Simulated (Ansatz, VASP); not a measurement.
**PtSe2 in VASP and in Ansatz**

INCAR

```
ALGO     = Normal         # electronic algorithm
DIPOL    = 0.5 0.5 0.500
EDIFF    = 1E-6           # SCF threshold, eV
ENCUT    = 400            # plane-wave cutoff, eV
GGA      = PE             # functional
GGA_COMPAT= F            
IDIPOL   = 3            
ISIF     = 2              # what is computed and relaxed
ISMEAR   = 0              # smearing method
IVDW     = 12             # dispersion correction
LASPH    = T              # aspherical terms in the spheres
LCHARG   = T              # write CHGCAR
LDIPOL   = T            
LELF     = T              # ELF
LREAL    = F              # projectors in reciprocal space
LVACPOTAV= T            
LVHAR    = T            
LWAVE    = F              # write WAVECAR
NBANDS   = 18             # bands
NELM     = 120            # most SCF steps
NELMDL   = -8           
PREC     = Accurate       # precision mode
SIGMA    = 0.02           # smearing width, eV
```

The input KPOINTS:

```
k-points
0
Gamma
  9 9 1
```

Contents of POSCAR:

```
PtSe2
1.0
    3.7070000000      0.0000000000      0.0000000000
   -1.8535000000      3.2103561718      0.0000000000
    0.0000000000      0.0000000000     31.1212903780
Se Pt
2 1
Direct
    0.6666666667      0.3333333333      0.4574407107
    0.3333333333      0.6666666667      0.5425592893
    0.0000000000      0.0000000000      0.5000000000
```

Input for Ansatz:

```yaml
crystal:
  lattice:
    - [3.707, 0.0, 0.0]
    - [-1.8535, 3.2103561718, 0.0]
    - [0.0, 0.0, 31.121290378]
  atoms:
    - { symbol: Se, position: [0.6666666667, 0.3333333333, 0.4574407107] }
    - { symbol: Pt, position: [0.0, 0.0, 0.5] }
    - { symbol: Se, position: [0.3333333333, 0.6666666667, 0.5425592893] }
  periodic: [true, true, false]
basis:
  ecutwfc: 420
kpoints:
  mp_grid: { grid: [9, 9, 1] }
hamiltonian:
  xc: pbe
  pseudopotentials: { kind: paw, azcp: { folder: soft_1 } }
  dispersion: d3bj
scf:
  occupations: { method: gaussian, width: 0.02 }
output:
  forces: true
  stress: true
  eigenvalues: true
```

Alike in both runs: task single point; functional PBE; dispersion D3(BJ); k mesh 9 × 9 × 1; occupations gaussian, width 0.02 eV; no spin polarisation.

|  | VASP | Ansatz |
| --- | --- | --- |
| version | VASP 6.6.1 | Ansatz 0.2.0 |
| potentials or method | VASP PAW PBE potentials, release 64 (Se, Pt), cutoff 400 eV | scalar-relativistic, plane waves, PAW |
| valence electrons in the cell | 22 | 50 |

|  | VASP | Ansatz | Ansatz less VASP |
| --- | --- | --- | --- |
| gap on the k mesh at the Fermi level (eV) | 1.35 | 1.36 | +0.009 |
| least direct gap on the mesh (eV) | 1.58 | 1.59 | +0.006 |

VASP's potentials hold 22 valence electrons a cell and Ansatz's 50, so a difference there can come from the potentials and not from the codes.

Neither program's run includes spin-orbit coupling.
